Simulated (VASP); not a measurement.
# MoS2 in VASP: a series of runs

The runs below take MoS2 through single point, with r2SCAN, LDA.

Program: VASP 6.6.1. These are calculated values, not measurements. Logs are shortened: lines on timing, memory, paths and dates and some standing lists are left out, and cuts for length are marked.

**1. The cell of the first run**

The cell holds a slab with vacuum, 6 atoms: a = 3.184 Å, b = 3.184 Å, c = 44.353 Å, α = 90.00°, β = 90.00°, γ = 120.00°.

**2. Single point, r2SCAN**

File POSCAR:

```
MoS2
1.0
    3.1839182519      0.0000000000      0.0000000000
   -1.5919591259      2.7573540897      0.0000000000
    0.0000000000      0.0000000000     44.3528702415
S Mo
4 2
Direct
    0.3333333333      0.6666666667      0.3917778697
    0.3333333333      0.6666666667      0.4617862944
    0.6666666667      0.3333333333      0.5382137056
    0.6666666667      0.3333333333      0.6082221303
    0.6666666667      0.3333333333      0.4267748797
    0.3333333333      0.6666666667      0.5732251203
```

File INCAR.step1:

```
PREC = Accurate
ENCUT = 520
ISMEAR = 0
SIGMA = 0.02
LREAL = False
LASPH = True
NELM = 60
LDIPOL = True
IDIPOL = 3
DIPOL = 0.5 0.5 0.500
NBANDS = 35
GGA = PE
ALGO = Normal
EDIFF = 1E-4
LWAVE = True
LCHARG = False
```

File INCAR.step2:

```
PREC = Accurate
ENCUT = 520
EDIFF = 1E-7
ISMEAR = 0
SIGMA = 0.02
LREAL = False
LASPH = True
NELM = 60
ALGO = Normal
ISIF = 2
LWAVE = False
LCHARG = True
LDIPOL = True
IDIPOL = 3
DIPOL = 0.5 0.5 0.500
METAGGA = R2SCAN
LMIXTAU = True
LELF = True
LVHAR = True
LVACPOTAV = True
NBANDS = 35
ISTART = 1
```

File KPOINTS:

```
regular mesh
0
Gamma
  12 12 1
```

Potentials or basis: VASP PAW PBE potentials, release 64 (S, Mo_sv).

The run is started by

```console
$ cat potpaw_PBE.64/S/POTCAR potpaw_PBE.64/Mo_sv/POTCAR > POTCAR
$ cp INCAR.step1 INCAR
$ mpirun -np 1 vasp_std > vasp.out
$ cp INCAR.step2 INCAR
$ mpirun -np 1 vasp_std > vasp.out
```

OUTCAR:

```text
PREC = Accurate
   ENCUT = 520
   EDIFF = 1E-7
   ISMEAR = 0
   LREAL = False
   LASPH = True
   NELM = 60
   ISIF = 2
   METAGGA = R2SCAN
   ISTART = 1

 ion  position               nearest neighbor table
   1  0.333  0.667  0.392-   5 2.41   5 2.41   5 2.41
   2  0.333  0.667  0.462-   5 2.41   5 2.41   5 2.41
   3  0.667  0.333  0.538-   6 2.41   6 2.41   6 2.41
   4  0.667  0.333  0.608-   6 2.41   6 2.41   6 2.41
   5  0.667  0.333  0.427-   1 2.41   1 2.41   1 2.41   2 2.41   2 2.41   2 2.41
   6  0.333  0.667  0.573-   4 2.41   4 2.41   4 2.41   3 2.41   3 2.41   3 2.41

  LATTYP: Found a hexagonal cell.
 ALAT       =     3.1839182519
 C/A-ratio  =    13.9302792134

  Lattice vectors:

 A1 = (   3.1839182519,   0.0000000000,   0.0000000000)
 A2 = (  -1.5919591259,   2.7573540897,   0.0000000000)
 A3 = (   0.0000000000,   0.0000000000,  44.3528702415)

Analysis of symmetry for initial positions (statically):
=====================================================================
 Subroutine PRICEL returns:
 Original cell was already a primitive cell.

 Routine SETGRP: Setting up the symmetry group for a
 hexagonal supercell.

 Subroutine GETGRP returns: Found 12 space group operations
 (whereof 12 operations were pure point group operations)
 out of a pool of 24 trial point group operations.

The static configuration has the point symmetry D_3d.

Analysis of symmetry for dynamics (positions and initial velocities):
=====================================================================
 Subroutine PRICEL returns:
 Original cell was already a primitive cell.

 Routine SETGRP: Setting up the symmetry group for a
 hexagonal supercell.

 Subroutine GETGRP returns: Found 12 space group operations
 (whereof 12 operations were pure point group operations)
 out of a pool of 24 trial point group operations.

The dynamic configuration has the point symmetry D_3d.

 Subroutine INISYM returns: Found 12 space group operations
 (whereof 12 operations are pure point group operations),
 and found     1 'primitive' translations

----------------------------------------------------------------------------------------

                                     Primitive cell

  volume of cell :     389.3823

  direct lattice vectors                    reciprocal lattice vectors
     3.183918252  0.000000000  0.000000000     0.314078416  0.181333258  0.000000000
    -1.591959126  2.757354090  0.000000000     0.000000000  0.362666516  0.000000000
     0.000000000  0.000000000 44.352870241     0.000000000  0.000000000  0.022546455

  length of vectors
     3.183918252  3.183918252 44.352870241     0.362666516  0.362666516  0.022546455

  position of ions in fractional coordinates (direct lattice)
     0.333333333  0.666666667  0.391777870
     0.333333333  0.666666667  0.461786294
     0.666666667  0.333333333  0.538213706
     0.666666667  0.333333333  0.608222130
     0.666666667  0.333333333  0.426774880
     0.333333333  0.666666667  0.573225120

  ion indices of the primitive-cell ions
   primitive index   ion index
                 1           1
                 2           2
                 3           3
                 4           4
                 5           5
                 6           6

----------------------------------------------------------------------------------------

 KPOINTS: regular mesh

Automatic generation of k-mesh.
 Grid dimensions read from file:
 generate k-points for:   12   12    1

 Generating k-lattice:

  Cartesian coordinates                     Fractional coordinates (reciprocal lattice)
     0.026173201  0.015111105  0.000000000     0.083333333  0.000000000  0.000000000
     0.000000000  0.030222210  0.000000000     0.000000000  0.083333333  0.000000000
     0.000000000  0.000000000  0.022546455     0.000000000  0.000000000  1.000000000

  Length of vectors
     0.030222210  0.030222210  0.022546455

  Shift w.r.t. Gamma in fractional coordinates (k-lattice)
     0.000000000  0.000000000  0.000000000

 Subroutine IBZKPT returns following result:
 ===========================================

 Found     19 irreducible k-points:

 Following reciprocal coordinates:
            Coordinates               Weight
  0.000000  0.000000  0.000000      1.000000
  0.083333  0.000000  0.000000      6.000000
  0.166667  0.000000  0.000000      6.000000
  0.250000  0.000000  0.000000      6.000000
  0.333333 -0.000000  0.000000      6.000000
  0.416667  0.000000  0.000000      6.000000
[... 11 lines left out ...]
  0.333333  0.250000  0.000000     12.000000
  0.333333  0.333333  0.000000      2.000000
   k-points           NKPTS =     19   k-points in BZ     NKDIM =     19   number of bands    NBANDS=     35
   number of dos      NEDOS =    301   number of ions     NIONS =      6
   total plane-waves  NPLWV = 193536
   dimension x,y,z NGX =    24 NGY =   24 NGZ =  336
   dimension x,y,z NGXF=    48 NGYF=   48 NGZF=  672
   ions per type =               4   2
   NGX,Y,Z   is equivalent  to a cutoff of  12.53, 12.53, 12.59 a.u.
   NGXF,Y,Z  is equivalent  to a cutoff of  25.06, 25.06, 25.19 a.u.
 SYSTEM =  unknown system
   PREC   = accura    normal or accurate (medium, high low for compatibility)
   ISTART =      1    job   : 0-new  1-cont  2-samecut
   ICHARG =      0    charge: 1-file 2-atom 10-const
   ISPIN  =      1    spin polarized calculation?
   LNONCOLLINEAR =      F non collinear calculations
   LSORBIT =      F    spin-orbit coupling
   LASPH  =      T    aspherical Exc in radial PAW
   ENCUT  =  520.0 eV  38.22 Ry    6.18 a.u.   5.92  5.92 82.47*2*pi/ulx,y,z
   NELM   =     60;   NELMIN=  2; NELMDL=  0     # of ELM steps
   EDIFF  = 0.1E-06   stopping-criterion for ELM
   LREAL  =      F    real-space projection
   EDIFFG = 0.1E-05   stopping-criterion for IOM
   NSW    =      0    number of steps for IOM
   IBRION =     -1    ionic relax: 0-MD 1-quasi-New 2-CG
   NFREE  =      0    steps in history (QN), initial steepest desc. (CG)
   ISIF   =      2    stress and relaxation
   ISYM   =      2    0-nonsym 1-usesym 2-fastsym
   POTIM  = 0.5000    time-step for ionic-motion
   TEBEG  =    0.0;   TEEND  =   0.0 temperature during run
   PSTRESS=    0.0 pullay stress
   NELECT =      52.0000    total number of electrons
   NUPDOWN=      -1.0000    fix difference up-down
   EMIN   =  10.00;   EMAX   =-10.00  energy-range for DOS
   EFERMI =   0.00;   METHOD = LEGACY
   ISMEAR =     0;   SIGMA  =   0.02  broadening in eV -4-tet -1-fermi 0-gaus
   EFERMI_NEDOS =   21; number of points for ismear=-14 and -15
   IALGO  =     38    algorithm
   IMIX   =      4    mixing-type and parameters
     AMIX     =   0.40;   BMIX     =  1.00
     AMIX_MAG =   1.60;   BMIX_MAG =  1.00
  volume/ion in A,a.u.               =      64.90       437.95
  Fermi-wavevector in a.u.,A,eV,Ry     =   0.836791  1.581306  9.527070  0.700220
  Thomas-Fermi vector in A             =   1.950574
   LORBIT       =      0    0 simple, 1 ext, 2 COOP (PROOUT), +10 PAW based schemes
   METAGGA = R2SCAN    functional components
   LHFCALC =     F    Hartree Fock is set to
   AEXX    =    0.0000 exact exchange contribution
   IVDW    =     0    specifies the selected vdW correction
   LEPSILON=     F    determine dielectric tensor
   LRPA    =     F    only Hartree local field effects (RPA)
 non-spin polarized calculation
 Gauss-broadening in eV      SIGMA  =   0.02
  energy-cutoff  :      520.00
  volume of cell :      389.38
 maximum number of plane-waves:     10553
 NGX is ok and might be reduce to    24
   NGX = 11   NGY = 11   NGZ =165

 number of electron      51.9999999 magnetization

 dipolmoment           0.000000      0.000000     -0.000000 electrons x Angstroem

 Free energy of the ion-electron system (eV)
  ---------------------------------------------------
  ext. energy  EPLUGINS =         0.00000000
  ---------------------------------------------------
  free energy    TOTEN  =       -90.04286295 eV

  energy without entropy =      -90.04286295  energy(sigma->0) =      -90.04286295

 E-fermi :  -2.1259     XC(G=0):  -3.3542

 val. band max:       -2.2420737735   @ k =   0.0000   0.0000   0.0000
 cond. band min:      -0.8666094915   @ k =   0.3333   0.3333   0.0000
 fundamental gap:      1.3754642820
 Fermi energy:        -2.1258943272

 k-point     1 :       0.0000    0.0000    0.0000
  band No.  band energies     occupation
      1     -65.4192      2.00000
      2     -65.4192      2.00000
      3     -38.8314      2.00000
      4     -38.8314      2.00000
      5     -38.6230      2.00000
      6     -38.6230      2.00000
[... 27 lines left out ...]
     34       0.6064      0.00000
     35       3.4606      0.00000

 k-point     2 :       0.0833    0.0000    0.0000
  band No.  band energies     occupation
      1     -65.4165      2.00000
      2     -65.4165      2.00000
      3     -38.8259      2.00000
      4     -38.8259      2.00000
      5     -38.6504      2.00000
      6     -38.6504      2.00000
[... 27 lines left out ...]
     34       0.5265      0.00000
     35       3.6105      0.00000

 k-point     3 :       0.1667    0.0000    0.0000
  band No.  band energies     occupation
      1     -65.4089      2.00000
      2     -65.4089      2.00000
      3     -38.8109      2.00000
      4     -38.8108      2.00000
      5     -38.7248      2.00000
      6     -38.7248      2.00000
[... 27 lines left out ...]
     34       0.9660      0.00000
     35       4.0215      0.00000
[... 533 lines left out ...]
 k-point    18 :       0.3333    0.2500    0.0000
  band No.  band energies     occupation
      1     -65.3740      2.00000
      2     -65.3740      2.00000
      3     -38.9530      2.00000
      4     -38.9530      2.00000
      5     -38.8303      2.00000
      6     -38.8303      2.00000
[... 27 lines left out ...]
     34       2.5293      0.00000
     35       4.7443      0.00000

 k-point    19 :       0.3333    0.3333    0.0000
  band No.  band energies     occupation
      1     -65.3726      2.00000
      2     -65.3726      2.00000
      3     -38.9236      2.00000
      4     -38.9236      2.00000
      5     -38.8763      2.00000
      6     -38.8763      2.00000
[... 27 lines left out ...]
     34       2.5750      0.00000
     35       4.6725      0.00000

------------------------ aborting loop because EDIFF is reached ----------------------------------------

 vacuum level on the upper side and lower side of the slab       (xc-potential included)        -0.023        -0.023

  FORCE on cell =-STRESS in cart. coord.  units (eV):
  Direction    XX          YY          ZZ          XY          YZ          ZX
  --------------------------------------------------------------------------------------
  -------------------------------------------------------------------------------------
  Total        0.0548242      0.0548242     -0.0061451      0.0000000      0.0000000      0.0000000
  in kB        0.2255832      0.2255832     -0.0252850      0.0000000      0.0000000      0.0000000
  external PRESSURE =       0.1419605 kB  Pullay stress =       0.0000000 kB

 VOLUME and BASIS-vectors are now :
 -----------------------------------------------------------------------------
  energy-cutoff  :      520.00
  volume of cell :      389.38
      direct lattice vectors                 reciprocal lattice vectors
     3.183918252  0.000000000  0.000000000     0.314078416  0.181333258  0.000000000
    -1.591959126  2.757354090  0.000000000     0.000000000  0.362666516  0.000000000
     0.000000000  0.000000000 44.352870241     0.000000000  0.000000000  0.022546455

 POSITION                                       TOTAL-FORCE (eV/Angst)
 -----------------------------------------------------------------------------------
     -0.00000      1.83824     17.37647         0.000000     -0.000000     -0.004163
     -0.00000      1.83824     20.48155        -0.000000      0.000000      0.005356
      1.59196      0.91912     23.87132         0.000000     -0.000000     -0.005356
      1.59196      0.91912     26.97640        -0.000000      0.000000      0.004163
      1.59196      0.91912     18.92869         0.000000      0.000000     -0.001746
     -0.00000      1.83824     25.42418         0.000000     -0.000000      0.001746
 -----------------------------------------------------------------------------------
    total drift:                               -0.000000      0.000000      0.000000

  FREE ENERGIE OF THE ION-ELECTRON SYSTEM (eV)
  ---------------------------------------------------
  free  energy   TOTEN  =       -90.0428629513 eV

  energy  without entropy=      -90.0428629513  energy(sigma->0) =      -90.04286295

 vacuum level on the upper side and lower side of the slab         3.531         3.531
```

It took 21 min on 1 thread of Intel Xeon 6975P-C (Granite Rapids), shared host; peak memory 0.62 GiB.

What came out:

| Item | Value |
| --- | --- |
| Free energy | -90.0429 eV |
| Largest force | 0.005 eV/Å |
| Band gap on the k mesh | 1.38 eV (least direct gap 1.75 eV) |
| Ionisation potential of the upper face | 5.77 eV |

Forces in eV/Å, atoms in the order of the input:
```
S    0.000  0.000 -0.004
S    0.000  0.000  0.005
S    0.000  0.000 -0.005
S    0.000  0.000  0.004
Mo   0.000  0.000 -0.002
Mo   0.000  0.000  0.002
```

Caveat: the PAW data sets were made with another functional, which shifts forces and pressure a little.

**3. Single point, LDA**

This run uses another cell than the first one.

File INCAR:

```
SYSTEM = MoS2
ALGO = Normal
DIPOL = 0.5 0.5 0.500
EDIFF = 1E-6
ENCUT = 520
IDIPOL = 3
ISIF = 2
ISMEAR = 0
LASPH = .TRUE.
LCHARG = .TRUE.
LDIPOL = .TRUE.
LELF = .TRUE.
LREAL = .FALSE.
LVACPOTAV = .TRUE.
LVHAR = .TRUE.
LWAVE = .FALSE.
NBANDS = 35
NELM = 60
PREC = Accurate
SIGMA = 0.02
```

File KPOINTS:

```
k-points
0
G
  12 12 1
  0 0 0
```

File POSCAR:

```
MoS2
1.0
    3.1517613983      0.0000000000      0.0000000000
   -1.5758806992      2.7295054376      0.0000000000
    0.0000000000      0.0000000000     44.3528703540
S Mo
4 2
Direct
    0.3333333333      0.6666666667      0.3963816392
    0.3333333333      0.6666666667      0.4670319210
    0.6666666667      0.3333333333      0.5329680790
    0.6666666667      0.3333333333      0.6036183608
    0.6666666667      0.3333333333      0.4317244900
    0.3333333333      0.6666666667      0.5682755100
```

Potentials or basis: VASP PAW LDA potentials, release 64 (S, Mo_sv).

The run is started by

```console
$ cat potpaw_LDA.64/S/POTCAR potpaw_LDA.64/Mo_sv/POTCAR > POTCAR
$ mpirun -np 1 vasp_std > vasp.out
```

Wall time 7.4 min (1 thread of Intel Xeon Platinum 8259CL at 2.50GHz (Skylake/Cascade Lake), shared host); peak memory 0.47 GiB.

It converged, with:

| Item | Value |
| --- | --- |
| Free energy | -48.8090 eV |
| Largest force | 0.478 eV/Å |
| Band gap on the k mesh | 1.16 eV (least direct gap 1.75 eV) |
| Ionisation potential of the upper face | 5.64 eV |

Forces in eV/Å, atoms in the order of the input:
```
S    0.000  0.000  0.478
S    0.000  0.000 -0.399
S    0.000  0.000  0.399
S    0.000  0.000 -0.478
Mo   0.000  0.000 -0.072
Mo   0.000  0.000  0.072
```

Levels at points of the mesh, in eV from the valence-band top:
```csv
k point,band 23,band 24,band 25,band 26,band 27,band 28,band 29,band 30
"(0.00, 0.00, 0.00)",-1.94,-1.79,-0.80,0.00,2.31,2.31,2.33,2.33
"(0.50, 0.00, 0.00)",-1.46,-1.33,-1.20,-1.14,1.83,1.85,2.26,2.42
```

(Continued in part 2 of 2.)
